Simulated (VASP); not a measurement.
# BiTe (R-3m) in VASP: notebook

The runs below take BiTe through single point, with PBE.

Everything below comes from runs of VASP 6.6.1. Logs are shortened: lines on timing, memory, paths and dates and some standing lists are left out, and cuts for length are marked.

## Step 1: The cell of the first run

It takes space group R-3m (No. 166, trigonal). Conventional cell: a = 4.700 Å, b = 4.700 Å, c = 10.250 Å, α = 90.00°, β = 90.00°, γ = 120.00°. Within 4.4 Å of Bi (site symmetry -3m) lie 6 Te at 3.21 Å and 6 Bi at 4.36 Å. Within 4.4 Å of Te (site symmetry -3m) lie 6 Bi at 3.21 Å and 6 Te at 4.36 Å.

## Step 2: Single point, PBE (strain -0.030 along x and y, +0.030 along z)

Input file INCAR:

```
SYSTEM = BiTe
ALGO = Normal
EDIFF = 1E-7
ENCUT = 520
GGA = PE
ISIF = 2
ISMEAR = 0
LASPH = .TRUE.
LCHARG = .FALSE.
LREAL = .FALSE.
LWAVE = .FALSE.
NBANDS = 18
NELM = 80
PREC = Accurate
SIGMA = 0.15
```

Input file KPOINTS:

```
k-points
0
G
  12 12 12
  0 0 0
```

Input file POSCAR:

```
BiTe
1.0
    2.3500265396      1.3567884553      3.4168107131
   -2.3500265396      1.3567884553      3.4168107131
    0.0000000000     -2.7135769105      3.4168107131
Bi Te
1 1
Direct
    0.5000000000      0.5000000000      0.5000000000
    0.0000000000      0.0000000000      0.0000000000
```

Potentials or basis: VASP PAW PBE potentials, release 64 (Bi_d, Te).

Launch:

```bash
$ cat potpaw_PBE.64/Bi_d/POTCAR potpaw_PBE.64/Te/POTCAR > POTCAR
$ mpirun -np 1 vasp_std > vasp.out
```

OUTCAR:

```text
SYSTEM = BiTe
   EDIFF = 1E-7
   ENCUT = 520
   GGA = PE
   ISIF = 2
   ISMEAR = 0
   LASPH = .TRUE.
   LREAL = .FALSE.
   NELM = 80
   PREC = Accurate

 ion  position               nearest neighbor table
   1  0.500  0.500  0.500-   2 3.21   2 3.21   2 3.21   2 3.21   2 3.21   2 3.21
   2  0.000  0.000  0.000-   1 3.21   1 3.21   1 3.21   1 3.21   1 3.21   1 3.21

  LATTYP: Found a trigonal (rhomboedric) cell.
 ALAT       =     4.3632665628
 COS(alpha) =     0.4198343155

  Lattice vectors:

 A1 = (   2.3500265396,   1.3567884553,   3.4168107131)
 A2 = (  -2.3500265396,   1.3567884553,   3.4168107131)
 A3 = (   0.0000000000,  -2.7135769105,   3.4168107131)

Analysis of symmetry for initial positions (statically):
=====================================================================
 Subroutine PRICEL returns:
 Original cell was already a primitive cell.

 Routine SETGRP: Setting up the symmetry group for a
 trigonal (rhombohedral) supercell.

 Subroutine GETGRP returns: Found 12 space group operations
 (whereof 12 operations were pure point group operations)
 out of a pool of 12 trial point group operations.

The static configuration has the point symmetry D_3d.

Analysis of symmetry for dynamics (positions and initial velocities):
=====================================================================
 Subroutine PRICEL returns:
 Original cell was already a primitive cell.

 Routine SETGRP: Setting up the symmetry group for a
 trigonal (rhombohedral) supercell.

 Subroutine GETGRP returns: Found 12 space group operations
 (whereof 12 operations were pure point group operations)
 out of a pool of 12 trial point group operations.

The dynamic configuration has the point symmetry D_3d.

 Subroutine INISYM returns: Found 12 space group operations
 (whereof 12 operations are pure point group operations),
 and found     1 'primitive' translations

----------------------------------------------------------------------------------------

                                     Primitive cell

  volume of cell :      65.3668

  direct lattice vectors                    reciprocal lattice vectors
     2.350026540  1.356788455  3.416810713     0.212763555  0.122839096  0.097556863
    -2.350026540  1.356788455  3.416810713    -0.212763555  0.122839096  0.097556863
     0.000000000 -2.713576911  3.416810713     0.000000000 -0.245678191  0.097556863

[... 80 lines left out ...]
   LASPH  =      T    aspherical Exc in radial PAW
   ENCUT  =  520.0 eV  38.22 Ry    6.18 a.u.   8.11  8.11  8.11*2*pi/ulx,y,z
   NELM   =     80;   NELMIN=  2; NELMDL= -5     # of ELM steps
   EDIFF  = 0.1E-06   stopping-criterion for ELM
   LREAL  =      F    real-space projection
   EDIFFG = 0.1E-05   stopping-criterion for IOM
   NSW    =      0    number of steps for IOM
   IBRION =     -1    ionic relax: 0-MD 1-quasi-New 2-CG
   NFREE  =      0    steps in history (QN), initial steepest desc. (CG)
   ISIF   =      2    stress and relaxation
   ISYM   =      2    0-nonsym 1-usesym 2-fastsym
   POTIM  = 0.5000    time-step for ionic-motion
   TEBEG  =    0.0;   TEEND  =   0.0 temperature during run
   PSTRESS=    0.0 pullay stress
   NELECT =      21.0000    total number of electrons
   NUPDOWN=      -1.0000    fix difference up-down
   EMIN   =  10.00;   EMAX   =-10.00  energy-range for DOS
   EFERMI =   0.00;   METHOD = LEGACY
   ISMEAR =     0;   SIGMA  =   0.15  broadening in eV -4-tet -1-fermi 0-gaus
   EFERMI_NEDOS =   21; number of points for ismear=-14 and -15
   IALGO  =     38    algorithm
   IMIX   =      4    mixing-type and parameters
     AMIX     =   0.40;   BMIX     =  1.00
     AMIX_MAG =   1.60;   BMIX_MAG =  1.00
  volume/ion in A,a.u.               =      32.68       220.56
  Fermi-wavevector in a.u.,A,eV,Ry     =   1.121232  2.118822 17.104723  1.257162
  Thomas-Fermi vector in A             =   2.257884
   LORBIT       =      0    0 simple, 1 ext, 2 COOP (PROOUT), +10 PAW based schemes
   GGA     = PE    functional components
   LHFCALC =     F    Hartree Fock is set to
   AEXX    =    0.0000 exact exchange contribution
   IVDW    =     0    specifies the selected vdW correction
   LEPSILON=     F    determine dielectric tensor
   LRPA    =     F    only Hartree local field effects (RPA)
 non-spin polarized calculation
 Gauss-broadening in eV      SIGMA  =   0.15
  energy-cutoff  :      520.00
  volume of cell :       65.37
 maximum number of plane-waves:      1794
   NGX = 17   NGY = 17   NGZ = 17

 number of electron      21.0000002 magnetization

 Free energy of the ion-electron system (eV)
  ---------------------------------------------------
  ext. energy  EPLUGINS =         0.00000000
  ---------------------------------------------------
  free energy    TOTEN  =        -7.16635079 eV

  energy without entropy =       -7.14895931  energy(sigma->0) =       -7.15765505

 E-fermi :   7.1039     XC(G=0):  -9.6038

 val. band max:        7.0994976413   @ k =  -0.3333   0.2500   0.1667
 cond. band min:       7.1124708418   @ k =  -0.3333   0.4167   0.1667
 fundamental gap:      0.0129732005
 Fermi energy:         7.1038522143

 k-point     1 :       0.0000    0.0000    0.0000
  band No.  band energies     occupation
      1     -16.1288      2.00000
      2     -16.1288      2.00000
      3     -16.1211      2.00000
      4     -16.1211      2.00000
      5     -16.1087      2.00000
      6      -6.6689      2.00000
[... 481 lines left out ...]
      5     -16.1030      2.00000
      6      -4.6462      2.00000
[... 10 lines left out ...]
     17      16.2763      0.00000
     18      16.9779      0.00000

 [... further k-points ...]

------------------------ aborting loop because EDIFF is reached ----------------------------------------

  FORCE on cell =-STRESS in cart. coord.  units (eV):
  Direction    XX          YY          ZZ          XY          YZ          ZX
  --------------------------------------------------------------------------------------
  -------------------------------------------------------------------------------------
  Total        0.9757504      0.9757504      0.6759105     -0.0000000      0.0000000      0.0000000
  in kB       23.9162041     23.9162041     16.5669558     -0.0000000      0.0000000      0.0000000
  external PRESSURE =      21.4664547 kB  Pullay stress =       0.0000000 kB

 VOLUME and BASIS-vectors are now :
 -----------------------------------------------------------------------------
  energy-cutoff  :      520.00
  volume of cell :       65.37
      direct lattice vectors                 reciprocal lattice vectors
     2.350026540  1.356788455  3.416810713     0.212763555  0.122839096  0.097556863
    -2.350026540  1.356788455  3.416810713    -0.212763555  0.122839096  0.097556863
     0.000000000 -2.713576911  3.416810713     0.000000000 -0.245678191  0.097556863

 POSITION                                       TOTAL-FORCE (eV/Angst)
 -----------------------------------------------------------------------------------
      0.00000      0.00000      5.12522         0.000000      0.000000      0.000000
      0.00000      0.00000      0.00000         0.000000     -0.000000     -0.000000
 -----------------------------------------------------------------------------------
    total drift:                               -0.000000      0.000000     -0.000000

  FREE ENERGIE OF THE ION-ELECTRON SYSTEM (eV)
  ---------------------------------------------------
  free  energy   TOTEN  =        -7.1663507907 eV

  energy  without entropy=       -7.1489593076  energy(sigma->0) =       -7.15765505
```

OSZICAR:

```text
N       E                     dE             d eps       ncg     rms          rms(c)
DAV:   1     0.159346663569E+03    0.15935E+03   -0.99322E+03  6812   0.114E+03
DAV:   2     0.525927552453E+01   -0.15409E+03   -0.14989E+03  7156   0.308E+02
DAV:   3    -0.683584595829E+01   -0.12095E+02   -0.11977E+02  8314   0.898E+01
DAV:   4    -0.717922125699E+01   -0.34338E+00   -0.34287E+00  8654   0.159E+01
DAV:   5    -0.719130659503E+01   -0.12085E-01   -0.12085E-01  9018   0.280E+00    0.648E+00
DAV:   6    -0.716260972466E+01    0.28697E-01   -0.96605E-02  9742   0.192E+00    0.402E+00
DAV:   7    -0.716654934238E+01   -0.39396E-02   -0.29284E-02  7988   0.878E-01    0.529E-01
DAV:   8    -0.716621929968E+01    0.33004E-03   -0.47878E-03  8548   0.467E-01    0.139E-01
DAV:   9    -0.716635014928E+01   -0.13085E-03   -0.43349E-04  7784   0.129E-01    0.414E-02
DAV:  10    -0.716635104731E+01   -0.89803E-06   -0.14632E-05  9708   0.242E-02    0.281E-02
DAV:  11    -0.716635019338E+01    0.85393E-06   -0.57461E-06  7466   0.154E-02    0.101E-02
DAV:  12    -0.716635049227E+01   -0.29889E-06   -0.58092E-07  8286   0.632E-03    0.367E-03
DAV:  13    -0.716635063507E+01   -0.14280E-06   -0.71728E-08  5728   0.223E-03    0.888E-04
DAV:  14    -0.716635077354E+01   -0.13847E-06   -0.87597E-09  3934   0.614E-04    0.643E-04
DAV:  15    -0.716635079073E+01   -0.17189E-07   -0.22040E-09  3878   0.334E-04
   1 F= -.71663508E+01 E0= -.71576550E+01  d E =-.173915E-01
```

stdout:

```text
POSCAR found type information on POSCAR BiTe
 POSCAR found :  2 types and       2 ions
 scaLAPACK will be used
 LDA part: xc-table for (Slater+PW92), standard interpolation
 POSCAR, INCAR and KPOINTS ok, starting setup
 FFT: planning ... GRIDC
 FFT: planning ... GRID_SOFT
 FFT: planning ... GRID
 WAVECAR not read
 entering main loop
```

Run time: 78 s. Hardware: 1 thread of Intel Xeon Platinum 8488C (Sapphire Rapids), shared host; peak memory 0.35 GiB.

What came out:

```yaml
Free_energy: -7.1664 eV
Pressure: 2.1 GPa
Band_gap_on_the_k_mesh: zero (an odd number of electrons rules out a gap without spin polarisation)
```

Stress tensor (GPa, compression positive):
```
2.39 0.00 0.00
0.00 2.39 0.00
0.00 0.00 1.66
```

Caveat: the cell differs from its parent crystal (strain -0.030 along x and y, +0.030 along z); spin-orbit coupling is left out, which moves the levels of the heavy elements.

## Step 3: Single point, PBE (strain +0.000 along x and y, -0.030 along z)

Input file INCAR:

```
PREC     = Accurate       # precision mode
ENCUT    = 520            # plane-wave cutoff, eV
EDIFF    = 1E-6           # SCF threshold, eV
ISMEAR   = 0              # smearing method
SIGMA    = 0.15           # smearing width, eV
LREAL    = False          # projectors in reciprocal space
LASPH    = True           # aspherical terms in the spheres
NELM     = 100            # most SCF steps
ALGO     = Normal         # electronic algorithm
ISIF     = 2              # what is computed and relaxed
LWAVE    = False          # write WAVECAR
LCHARG   = False          # write CHGCAR
GGA      = PE             # functional
NBANDS   = 18             # bands
```

Input file KPOINTS:

```
Automatic mesh
0
Gamma
  12 12 12
```

Input file POSCAR:

```
BiTe
1.0
    2.4227077728      1.3987509848      3.2177731959
   -2.4227077728      1.3987509848      3.2177731959
    0.0000000000     -2.7975019696      3.2177731959
Bi Te
1 1
Direct
    0.5000000000      0.5000000000      0.5000000000
    0.0000000000      0.0000000000      0.0000000000
```

Potentials or basis: VASP PAW PBE potentials, release 64 (Bi_d, Te).

Launch:

```bash
$ cat potpaw_PBE.64/Bi_d/POTCAR potpaw_PBE.64/Te/POTCAR > POTCAR
$ mpirun -np 1 vasp_std > vasp.out
```

Run time: 63 s. Hardware: 1 thread of Intel Xeon Platinum 8488C (Sapphire Rapids), shared host; peak memory 0.34 GiB.

Results (log left out):

* Free energy: -7.1807 eV
* Pressure: 1.1 GPa
* Band gap on the k mesh: zero (an odd number of electrons rules out a gap without spin polarisation)

Stress tensor (GPa, compression positive):
```
1.06 0.00 0.00
0.00 1.06 0.00
0.00 0.00 1.28
```

Levels at points of the mesh, in eV from the Fermi level:
```
           k point  band 7  band 8  band 9  band 10  band 11  band 12  band 13  band 14
(0.00, 0.00, 0.00)   -8.21   -3.02   -3.02    -1.52     1.94     2.69     2.69     3.94
(0.50, 0.00, 0.00)  -11.45   -1.87   -1.85    -1.00    -0.89    -0.60     0.51     6.60
(0.50, 0.50, 0.00)   -9.97   -5.76   -4.69    -3.24     2.41     3.06     3.68     4.66
(0.50, 0.50, 0.50)  -10.94   -2.48   -2.48    -2.36    -1.71    -1.41    -1.41     8.26
```

Caveat: the cell differs from its parent crystal (strain +0.000 along x and y, -0.030 along z); spin-orbit coupling is left out, which moves the levels of the heavy elements.

## Step 4: Single point, PBE (strain -0.015 along x and y, +0.000 along z)

Input file INCAR:

```
PREC = Accurate ; ENCUT = 520
EDIFF = 1E-7 ; ISMEAR = 0
SIGMA = 0.15 ; LREAL = False
LASPH = True ; NELM = 60
ALGO = Normal ; ISIF = 2
LWAVE = False ; LCHARG = False
GGA = PE ; NBANDS = 18
```

KPOINTS is that of step 3.

Input file POSCAR:

```
BiTe
1.0
    2.3863671562      1.3777697200      3.3172919545
   -2.3863671562      1.3777697200      3.3172919545
    0.0000000000     -2.7555394400      3.3172919545
Bi Te
1 1
Direct
    0.5000000000      0.5000000000      0.5000000000
    0.0000000000      0.0000000000      0.0000000000
```

Launch:

```bash
$ cat potpaw_PBE.64/Bi_d/POTCAR potpaw_PBE.64/Te/POTCAR > POTCAR
$ mpirun -np 1 vasp_std > vasp.out
```

It took 69 s on 1 thread of Intel Xeon Platinum 8488C (Sapphire Rapids), shared host; peak memory 0.35 GiB.

It converged, with:

- Free energy: -7.1774 eV
- Pressure: 1.6 GPa
- Band gap on the k mesh: zero (an odd number of electrons rules out a gap without spin polarisation)

Stress tensor (GPa, compression positive):
```
1.88 0.00 0.00
0.00 1.88 0.00
0.00 0.00 1.16
```

Levels at points of the mesh, in eV from the Fermi level:
| k point | band 8 | band 9 | band 10 | band 11 | band 12 | band 13 |
| --- | --- | --- | --- | --- | --- | --- |
| (0.00, 0.00, 0.00) | -3.01 | -3.01 | -1.75 | 1.94 | 2.53 | 2.53 |
| (0.50, 0.00, 0.00) | -1.95 | -1.87 | -1.09 | -0.98 | -0.68 | 0.23 |
| (0.50, 0.50, 0.00) | -5.84 | -4.63 | -3.51 | 2.27 | 3.24 | 3.73 |
| (0.50, 0.50, 0.50) | -2.42 | -2.42 | -2.24 | -1.57 | -1.30 | -1.30 |

Caveat: the cell differs from its parent crystal (strain -0.015 along x and y, +0.000 along z); spin-orbit coupling is left out, which moves the levels of the heavy elements.

## Step 5: Summary

| cell | gap on the mesh (eV) | pressure (GPa) |
| --- | --- | --- |
| a = 4.363 Å, angles 65.2°, 2 atoms | none | 2.1 |
| a = 4.264 Å, angles 69.2°, 2 atoms | none | 1.1 |
| a = 4.312 Å, angles 67.2°, 2 atoms | none | 1.6 |

Alike in all rows: task single point; level PBE; potentials or basis VASP PAW PBE potentials, release 64 (Bi_d, Te); no spin polarisation; k mesh 12 × 12 × 12; cutoff (eV) 520; smearing gaussian 0.15 eV.

Caveats: spin-orbit coupling is left out, which moves the levels of the heavy elements.

Total energies depend on the potentials used, so only differences within one code and one set of settings carry meaning.
